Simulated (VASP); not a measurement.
# CdTe: single point with r2SCAN

Crystal: CdTe.

```
CELL_PARAMETERS angstrom
0.00000 3.19595 3.27790
3.27790 0.00000 3.27790
3.27790 3.19595 0.00000
ATOMIC_POSITIONS crystal
Cd 0.00000 0.00000 0.00000
Te 0.75000 0.75000 0.75000
```

This cell differs from its parent crystal: strain -0.0250 x Voigt [0, 1, 0, 0, 0, 0].

```
Program                : VASP 6.6.1
Task                   : single point
Functional             : r2SCAN
Potentials or basis    : VASP PAW PBE potentials, release 64 (Cd, Te)
Cutoff                 : 520 eV
k mesh                 : 8 × 8 × 8
Occupations            : gaussian, width 0.05 eV
Spin                   : no spin polarisation
Dipole correction      : no
Further INCAR settings : ALGO = Normal; EDIFF = 1e-06; NBANDS = 16
```

- Pressure: 1.2 GPa
- Band gap on the k mesh: 1.19 eV

Stress tensor (GPa, compression positive):
```
1.11 0.00 0.00
0.00 1.49 0.00
0.00 0.00 1.11
```

Levels at points of the mesh, in eV from the valence-band top:
```csv
k point,band 6,band 7,band 8,band 9,band 10,band 11,band 12,band 13
"(0.00, 0.00, 0.00)",-8.30,-0.08,-0.08,0.00,1.19,4.98,4.99,4.99
"(0.50, 0.00, 0.00)",-7.94,-4.50,-0.89,-0.77,2.17,5.46,5.62,7.36
"(0.50, 0.50, 0.00)",-7.81,-4.40,-1.91,-1.87,2.88,3.00,9.29,9.61
"(0.50, 0.00, 0.50)",-7.76,-4.28,-2.01,-2.01,2.78,2.80,9.48,9.71
```

It took 5.8 min on 1 thread of Intel Xeon 8259CL, with other jobs on the host, peak memory 0.26 GiB.

Caveat: the cell differs from its parent crystal (strain -0.0250 x Voigt [0, 1, 0, 0, 0, 0]); the PAW data sets were made with another functional, which shifts forces and pressure a little; spin-orbit coupling is left out, which moves the levels of the heavy elements.
